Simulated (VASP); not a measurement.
Runs of VASP 6.6.1 on GaSb. The structure is that of space group F-43m (No. 216), or close to it. The cells are those of the table. 

```tsv
cell	gap on the mesh (eV)	pressure (GPa)
a = 4.272, b = 4.272, c = 4.206 Å, angles 60.5, 60.5, 59.0°, 2 atoms	0.73	3.9
a = 4.250, b = 4.250, c = 4.163 Å, angles 60.7, 60.7, 58.6°, 2 atoms	0.74	5.4
a = 4.380, b = 4.380, c = 4.423 Å, angles 59.7, 59.7, 60.7°, 2 atoms	0.02	-1.9
a = 4.358, b = 4.358, c = 4.380 Å, angles 59.8, 59.8, 60.3°, 2 atoms	(a)	-0.9
a = 4.293, b = 4.293, c = 4.249 Å, angles 60.3, 60.3, 59.3°, 2 atoms	(b)	2.5
```

Alike in all rows: task single point; level r2SCAN; potentials or basis VASP PAW PBE potentials, release 64 (Ga_d, Sb); no spin polarisation; k mesh 10 × 10 × 10; cutoff (eV) 520; smearing gaussian 0.05 eV.

Fill in the values left out.

(a) 0.21; (b) 0.66.

Caveats: the PAW data sets were made with another functional, which shifts forces and pressure a little; spin-orbit coupling is left out, which moves the levels of the heavy elements.

A k mesh can miss the band edges, and the runs leave out spin-orbit coupling on Ga, Sb.
